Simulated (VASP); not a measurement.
Ga:

```
Ga
1.0
     2.76433    0.00000    0.00000
     0.00000    2.76433    0.00000
     0.00000    0.00000    2.66054
Ga
1
Direct
  0.00000 0.00000 0.00000
```

```yaml
Program: VASP 6.6.1
Task: relaxation of cell and atoms
Functional: PBE
Potentials_or_basis: VASP PAW PBE potentials, release 64 (Ga_d)
Cutoff: 600 eV
k_mesh: 20 × 20 × 20
Occupations: gaussian, width 0.1 eV
Spin: no spin polarisation
```

At the start: pressure -0.3 GPa; volume 20.33 Å³/atom.

Task: Where does the relaxation end?

Result: Over 4 steps the energy falls by 5.0 meV/atom and the volume is 20.09 Å³/atom (-1.2 %); space group Pm-3m (No. 221, to 0.05 Å).

Step by step:
```
step  energy change (eV)  largest force (eV/Å)  pressure (GPa)  volume (Å³)
   1              0.0000                0.0000           -0.33        20.33
   2             -0.0039                0.0000           -0.16        20.21
   3             -0.0050                0.0000            0.09        20.07
   4             -0.0050                0.0000            0.00        20.09
```

Final structure:
```
CELL_PARAMETERS angstrom
2.71871 0.00000 0.00000
0.00000 2.71871 0.00000
0.00000 0.00000 2.71761
ATOMIC_POSITIONS crystal
Ga 0.00000 0.00000 0.00000
```
